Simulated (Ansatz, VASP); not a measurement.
# One calculation of SiMo5, two programs

```
Si Mo
1.0
     2.88791    0.00000    0.00000
    -1.44395    2.50100    0.00000
     0.00000    0.00000   12.89659
Si Mo
1 5
Direct
  0.00000 0.00000 0.00000
  0.66667 0.33333 0.84656
  0.00000 0.00000 0.67610
  0.66667 0.33333 0.50000
  0.00000 0.00000 0.32390
  0.66667 0.33333 0.15344
```

Change from the starting cell: species swapped into the Ca5Mg type (P-6m2, No. 187).

Alike in both runs: functional PBE; k mesh 6 × 6 × 1; occupations gaussian, width 0.2 eV; no spin polarisation.

Ansatz relaxed the structure, and its values are those at the end. VASP's run is a single point on that final structure, the one shown.

|  | VASP | Ansatz |
| --- | --- | --- |
| version | VASP 6.6.1 | Ansatz 0.2.0 |
| potentials or method | VASP PAW PBE potentials, release 64 (Si, Mo_sv), cutoff 500 eV | scalar-relativistic, plane waves, PAW |
| valence electrons in the cell | 74 | 74 |

|  | VASP | Ansatz | Ansatz less VASP |
| --- | --- | --- | --- |
| gap on the k mesh at the Fermi level (eV) | none | none | - |
| pressure (GPa) | 0.3 | -0.1 | -0.40 |
| rms of the force components (eV/Å) | 0.016 | 0.019 | +0.0024 |

A gap of «none» marks a metal or a gap that the smearing closes.

The k mesh is coarse, so the values compare programs but aren't converged.
